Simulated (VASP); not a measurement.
# ZrC (P1) in VASP: single point with PBE

Aim: the single point of ZrC with PBE.

Everything below comes from runs of VASP 6.6.1. Logs are shortened: lines on timing, memory, paths and dates and some standing lists are left out, and cuts for length are marked.

### 1 The cell of the first run

The typed cell holds 4 atoms: a = 4.252 Å, b = 4.248 Å, c = 3.122 Å, α = 91.10°, β = 88.93°, γ = 89.33°.

### 2 Single point, PBE (atoms moved at random and the cell strained at random)

The input, INCAR:

```
SYSTEM = ZrC
  PREC = Accurate
  ENCUT = 520
  EDIFF = 1E-6
  ISMEAR = 0
  SIGMA = 0.05
  LREAL = .False.
  LASPH = .True.
  NELM = 80
  ALGO = Fast
  ISIF = 2
  LWAVE = .False.
  LCHARG = .False.
  GGA = PE
  NBANDS = 24
```

The input, KPOINTS:

```
regular mesh
0
Gamma
  8 8 12
  0 0 0
```

The input, POSCAR:

```
ZrC
1.0
    4.2514550570      0.0250272811      0.0399996344
    0.0250272811      4.2480320022     -0.0407849373
    0.0293438258     -0.0299199258      3.1221159626
Zr C
2 2
Direct
    0.4936169066     -0.0100900350      0.1881191961
    0.0029146487      0.5057166846      0.7576314539
    0.0178811354      0.0077137829      0.0242625251
    0.4855873092      0.4966595674      0.0299868250
```

Potentials or basis: VASP PAW PBE potentials, release 64 (Zr_sv, C).

Started as:

```console
$ cat potpaw_PBE.64/Zr_sv/POTCAR potpaw_PBE.64/C/POTCAR > POTCAR
$ mpirun -np 1 vasp_std > vasp.out
```

OUTCAR:

```text
SYSTEM = ZrC
   PREC = Accurate
   ENCUT = 520
   EDIFF = 1E-6
   ISMEAR = 0
   LREAL = .False.
   LASPH = .True.
   NELM = 80
   ISIF = 2
   GGA = PE

 ion  position               nearest neighbor table
   1  0.494  0.990  0.188-   3 2.10   4 2.14   4 2.22   3 2.28   2 3.23   2 3.24   2 3.33   2 3.38
                             2 3.44   2 3.45   2 3.50   2 3.57
   2  0.003  0.506  0.758-   4 2.24   3 2.28   3 2.29   4 2.34   1 3.23   1 3.24   1 3.33   1 3.38
                             1 3.44   1 3.45   1 3.50   1 3.57
   3  0.018  0.008  0.024-   1 2.10   2 2.28   1 2.28   2 2.29
   4  0.486  0.497  0.030-   1 2.14   1 2.22   2 2.24   2 2.34

  LATTYP: Found a triclinic cell.
 ALAT       =     5.3202287012
 B/A-ratio  =     0.5868915392
 C/A-ratio  =     1.1363119391
 COS(alpha) =     0.0002549801
 COS(beta)  =     0.5678543100
 COS(gamma) =     0.6021638566

  Lattice vectors:

 A1 = (   0.0043165447,  -4.2779519280,   3.1629008999)
 A2 = (   0.0293438258,  -0.0299199258,   3.1221159626)
 A3 = (  -4.2764823381,  -4.2730592833,   0.0007853029)

Analysis of symmetry for initial positions (statically):
=====================================================================
 Subroutine PRICEL returns:
 Original cell was already a primitive cell.

 Routine SETGRP: Setting up the symmetry group for a
 triclinic supercell.

 Subroutine GETGRP returns: Found  1 space group operations
 (whereof  1 operations were pure point group operations)
 out of a pool of  2 trial point group operations.

The static configuration has the point symmetry C_1 .

Analysis of symmetry for dynamics (positions and initial velocities):
=====================================================================
 Subroutine PRICEL returns:
 Original cell was already a primitive cell.

 Routine SETGRP: Setting up the symmetry group for a
 triclinic supercell.

 Subroutine GETGRP returns: Found  1 space group operations
 (whereof  1 operations were pure point group operations)
 out of a pool of  2 trial point group operations.

The dynamic configuration has the point symmetry C_1 .

 Subroutine INISYM returns: Found  1 space group operations
 (whereof  1 operations are pure point group operations),
 and found     1 'primitive' translations

----------------------------------------------------------------------------------------

                                     Primitive cell

  volume of cell :      56.3742

  direct lattice vectors                    reciprocal lattice vectors
     4.251455057  0.025027281  0.039999634     0.235242802 -0.001407290 -0.002224462
     0.025027281  4.248032002 -0.040784937    -0.001407290  0.235433203  0.002269435
     0.029343826 -0.029919926  3.122115963    -0.003032246  0.003093549  0.320353744

  length of vectors
     4.251716881  4.248301504  3.122397211     0.235257528  0.235448346  0.320383029

  position of ions in fractional coordinates (direct lattice)
     0.493616907  0.989909965  0.188119196
     0.002914649  0.505716685  0.757631454
     0.017881135  0.007713783  0.024262525
     0.485587309  0.496659567  0.029986825

  ion indices of the primitive-cell ions
   primitive index   ion index
                 1           1
                 2           2
                 3           3
                 4           4

----------------------------------------------------------------------------------------

 KPOINTS: regular mesh

Automatic generation of k-mesh.
 Grid dimensions read from file:
 generate k-points for:    8    8   12

 Generating k-lattice:

  Cartesian coordinates                     Fractional coordinates (reciprocal lattice)
     0.029405350 -0.000175911 -0.000278058     0.125000000 -0.000000000  0.000000000
    -0.000175911  0.029429150  0.000283679     0.000000000  0.125000000  0.000000000
    -0.000252687  0.000257796  0.026696145     0.000000000  0.000000000  0.083333333

  Length of vectors
     0.029407191  0.029431043  0.026698586

  Shift w.r.t. Gamma in fractional coordinates (k-lattice)
     0.000000000  0.000000000  0.000000000

 Subroutine IBZKPT returns following result:
 ===========================================

 Found    388 irreducible k-points:

 Following reciprocal coordinates:
            Coordinates               Weight
  0.000000  0.000000  0.000000      1.000000
  0.125000  0.000000  0.000000      2.000000
  0.250000  0.000000  0.000000      2.000000
  0.375000  0.000000  0.000000      2.000000
  0.500000  0.000000  0.000000      1.000000
  0.000000  0.125000 -0.000000      2.000000
[... 16 lines left out ...]
  0.125000  0.375000 -0.000000      2.000000
  0.250000  0.375000 -0.000000      2.000000
 [... further k-points ...]
   k-points           NKPTS =    388   k-points in BZ     NKDIM =    388   number of bands    NBANDS=     24
   number of dos      NEDOS =    301   number of ions     NIONS =      4
   total plane-waves  NPLWV =  24576
   dimension x,y,z NGX =    32 NGY =   32 NGZ =   24
   dimension x,y,z NGXF=    64 NGYF=   64 NGZF=   48
   ions per type =               2   2
   NGX,Y,Z   is equivalent  to a cutoff of  12.51, 12.52, 12.78 a.u.
   NGXF,Y,Z  is equivalent  to a cutoff of  25.02, 25.04, 25.56 a.u.
 SYSTEM =  ZrC
   PREC   = accura    normal or accurate (medium, high low for compatibility)
   ISTART =      0    job   : 0-new  1-cont  2-samecut
   ICHARG =      2    charge: 1-file 2-atom 10-const
   ISPIN  =      1    spin polarized calculation?
   LNONCOLLINEAR =      F non collinear calculations
   LSORBIT =      F    spin-orbit coupling
   LASPH  =      T    aspherical Exc in radial PAW
   ENCUT  =  520.0 eV  38.22 Ry    6.18 a.u.   7.91  7.90  5.81*2*pi/ulx,y,z
   NELM   =     80;   NELMIN=  2; NELMDL= -5     # of ELM steps
   EDIFF  = 0.1E-05   stopping-criterion for ELM
   LREAL  =      F    real-space projection
   EDIFFG = 0.1E-04   stopping-criterion for IOM
   NSW    =      0    number of steps for IOM
   IBRION =     -1    ionic relax: 0-MD 1-quasi-New 2-CG
   NFREE  =      0    steps in history (QN), initial steepest desc. (CG)
   ISIF   =      2    stress and relaxation
   ISYM   =      2    0-nonsym 1-usesym 2-fastsym
   POTIM  = 0.5000    time-step for ionic-motion
   TEBEG  =    0.0;   TEEND  =   0.0 temperature during run
   PSTRESS=    0.0 pullay stress
   NELECT =      32.0000    total number of electrons
   NUPDOWN=      -1.0000    fix difference up-down
   EMIN   =  10.00;   EMAX   =-10.00  energy-range for DOS
   EFERMI =   0.00;   METHOD = LEGACY
   ISMEAR =     0;   SIGMA  =   0.05  broadening in eV -4-tet -1-fermi 0-gaus
   EFERMI_NEDOS =   21; number of points for ismear=-14 and -15
   IALGO  =     68    algorithm
   IMIX   =      4    mixing-type and parameters
     AMIX     =   0.40;   BMIX     =  1.00
     AMIX_MAG =   1.60;   BMIX_MAG =  1.00
  volume/ion in A,a.u.               =      14.09        95.11
  Fermi-wavevector in a.u.,A,eV,Ry     =   1.355495  2.561515 24.998899  1.837367
  Thomas-Fermi vector in A             =   2.482578
   LORBIT       =      0    0 simple, 1 ext, 2 COOP (PROOUT), +10 PAW based schemes
   GGA     = PE    functional components
   LHFCALC =     F    Hartree Fock is set to
   AEXX    =    0.0000 exact exchange contribution
   IVDW    =     0    specifies the selected vdW correction
   LEPSILON=     F    determine dielectric tensor
   LRPA    =     F    only Hartree local field effects (RPA)
 non-spin polarized calculation
 RMM-DIIS sequential band-by-band and
 Gauss-broadening in eV      SIGMA  =   0.05
  energy-cutoff  :      520.00
  volume of cell :       56.37
 maximum number of plane-waves:      1540
   NGX = 15   NGY = 15   NGZ = 11

 number of electron      32.0000000 magnetization

 Free energy of the ion-electron system (eV)
  ---------------------------------------------------
  ext. energy  EPLUGINS =         0.00000000
  ---------------------------------------------------
  free energy    TOTEN  =       -35.70081061 eV

  energy without entropy =      -35.69995795  energy(sigma->0) =      -35.70038428

 E-fermi :   9.1416     XC(G=0): -11.6312

 val. band max:        9.1337116977   @ k =   0.1250  -0.1250   0.2500
 cond. band min:       9.1457843931   @ k =   0.2500   0.2500   0.2500
 fundamental gap:      0.0120726954
 Fermi energy:         9.1416434137

 k-point     1 :       0.0000    0.0000    0.0000
  band No.  band energies     occupation
      1     -39.6891      2.00000
      2     -39.1118      2.00000
      3     -17.8581      2.00000
      4     -17.8380      2.00000
      5     -17.5640      2.00000
      6     -17.2120      2.00000
[... 16 lines left out ...]
     23      14.4231      0.00000
     24      14.9730      0.00000

 k-point     2 :       0.1250    0.0000    0.0000
  band No.  band energies     occupation
      1     -39.6881      2.00000
      2     -39.1125      2.00000
      3     -17.8514      2.00000
      4     -17.8284      2.00000
      5     -17.5642      2.00000
      6     -17.2330      2.00000
[... 16 lines left out ...]
     23      14.2303      0.00000
     24      15.1483      0.00000

 k-point     3 :       0.2500    0.0000    0.0000
  band No.  band energies     occupation
      1     -39.6856      2.00000
      2     -39.1142      2.00000
      3     -17.8379      2.00000
      4     -17.7972      2.00000
      5     -17.5666      2.00000
      6     -17.2871      2.00000
[... 16 lines left out ...]
     23      14.2168      0.00000
     24      14.6932      0.00000

 k-point     4 :       0.3750    0.0000    0.0000
  band No.  band energies     occupation
      1     -39.6832      2.00000
      2     -39.1159      2.00000
      3     -17.8210      2.00000
      4     -17.7588      2.00000
      5     -17.5740      2.00000
      6     -17.3419      2.00000
[... 16 lines left out ...]
     23      14.2292      0.00000
     24      14.8384      0.00000

 k-point     5 :       0.5000    0.0000    0.0000
  band No.  band energies     occupation
      1     -39.6821      2.00000
      2     -39.1166      2.00000
      3     -17.8117      2.00000
      4     -17.7405      2.00000
      5     -17.5800      2.00000
      6     -17.3640      2.00000
[... 16 lines left out ...]
     23      14.3046      0.00000
     24      14.8312      0.00000

 k-point     6 :       0.0000    0.1250   -0.0000
  band No.  band energies     occupation
      1     -39.6881      2.00000
      2     -39.1125      2.00000
      3     -17.8486      2.00000
      4     -17.8311      2.00000
      5     -17.5641      2.00000
      6     -17.2279      2.00000
[... 16 lines left out ...]
     23      14.2884      0.00000
     24      14.9519      0.00000
[... 379 lines left out ...]
 k-point    21 :      -0.1250    0.2500   -0.0000
  band No.  band energies     occupation
      1     -39.6849      2.00000
      2     -39.1145      2.00000
      3     -17.8730      2.00000
      4     -17.7709      2.00000
      5     -17.5677      2.00000
      6     -17.3270      2.00000
[... 16 lines left out ...]
     23      13.7088      0.00000
     24      14.6481      0.00000

 k-point    22 :       0.0000    0.3750   -0.0000
  band No.  band energies     occupation
      1     -39.6832      2.00000
      2     -39.1158      2.00000
      3     -17.8167      2.00000
      4     -17.7621      2.00000
      5     -17.5728      2.00000
      6     -17.3359      2.00000
[... 16 lines left out ...]
     23      14.1931      0.00000
     24      14.9754      0.00000

 k-point    23 :       0.1250    0.3750   -0.0000
  band No.  band energies     occupation
      1     -39.6830      2.00000
      2     -39.1156      2.00000
      3     -17.8714      2.00000
      4     -17.7788      2.00000
      5     -17.5659      2.00000
      6     -17.3325      2.00000
[... 16 lines left out ...]
     23      13.8825      0.00000
     24      14.7526      0.00000

 k-point    24 :       0.2500    0.3750   -0.0000
  band No.  band energies     occupation
      1     -39.6821      2.00000
      2     -39.1155      2.00000
      3     -17.9461      2.00000
      4     -17.8476      2.00000
      5     -17.5561      2.00000
      6     -17.2878      2.00000
[... 16 lines left out ...]
     23      13.5556      0.00000
     24      14.6309      0.00000

 [... further k-points ...]

------------------------ aborting loop because EDIFF is reached ----------------------------------------

  FORCE on cell =-STRESS in cart. coord.  units (eV):
  Direction    XX          YY          ZZ          XY          YZ          ZX
  --------------------------------------------------------------------------------------
  -------------------------------------------------------------------------------------
  Total        1.0663562      1.3487078      0.6242600     -0.6253944      0.5056401      0.7029562
  in kB       30.3062611     38.3308059     17.7417139    -17.7739537     14.3704908     19.9782921
  external PRESSURE =      28.7929270 kB  Pullay stress =       0.0000000 kB

 VOLUME and BASIS-vectors are now :
 -----------------------------------------------------------------------------
  energy-cutoff  :      520.00
  volume of cell :       56.37
      direct lattice vectors                 reciprocal lattice vectors
     4.251455057  0.025027281  0.039999634     0.235242802 -0.001407290 -0.002224462
     0.025027281  4.248032002 -0.040784937    -0.001407290  0.235433203  0.002269435
     0.029343826 -0.029919926  3.122115963    -0.003032246  0.003093549  0.320353744

 POSITION                                       TOTAL-FORCE (eV/Angst)
 -----------------------------------------------------------------------------------
      2.12888      4.21189      0.56670         0.979582      0.939432      1.635153
      0.04728      2.12571      2.34490        -0.143070     -0.563025      0.647789
      0.07693      0.03249      0.07615        -1.587637     -0.255514     -1.180282
      2.07776      2.12108      0.09279         0.751124     -0.120894     -1.102660
 -----------------------------------------------------------------------------------
    total drift:                                0.000014     -0.000010      0.000564

  FREE ENERGIE OF THE ION-ELECTRON SYSTEM (eV)
  ---------------------------------------------------
  free  energy   TOTEN  =       -35.7008106110 eV

  energy  without entropy=      -35.6999579463  energy(sigma->0) =      -35.70038428
```

It took 17 min on 1 thread of Oxide Virtual Turin-like, shared host; peak memory 0.48 GiB.

Results:

```yaml
Free_energy: -35.7008 eV
Pressure: 2.9 GPa
Largest_force: 2.125 eV/Å
Band_gap_on_the_k_mesh: zero (bands 16 and 17 overlap by 0.72 eV)
```

Forces in eV/Å, atoms in the order of the input:
```
Zr   0.980  0.939  1.635
Zr  -0.143 -0.563  0.648
C   -1.588 -0.256 -1.180
C    0.751 -0.121 -1.103
```

Stress tensor (GPa, compression positive):
```
 3.03 -1.78  2.00
-1.78  3.83  1.44
 2.00  1.44  1.77
```

Levels at points of the mesh, in eV from the Fermi level:
```csv
k point,band 14,band 15,band 16,band 17,band 18,band 19
"(0.00, 0.00, 0.00)",-0.85,-0.58,-0.25,0.12,0.20,2.68
"(0.50, 0.00, 0.00)",-2.02,-1.81,-1.39,0.75,1.52,2.50
"(0.00, 0.50, 0.00)",-2.11,-1.75,-1.55,0.87,1.45,2.45
"(0.50, 0.50, 0.00)",-2.15,-1.05,-0.60,0.04,0.17,2.00
"(0.00, 0.00, 0.50)",-3.34,-1.76,-1.66,0.88,2.62,3.01
"(0.50, 0.00, 0.50)",-2.94,-2.83,-2.12,2.64,2.70,2.96
"(0.00, 0.50, 0.50)",-2.98,-2.87,-2.11,2.58,2.81,3.11
"(0.50, 0.50, 0.50)",-3.66,-2.55,-1.44,0.96,1.78,2.93
```

Caveat: the cell differs from its parent crystal (atoms moved at random and the cell strained at random); forces of over 1 eV/Å act on the atoms, so gaps and moduli don't describe the material at rest.
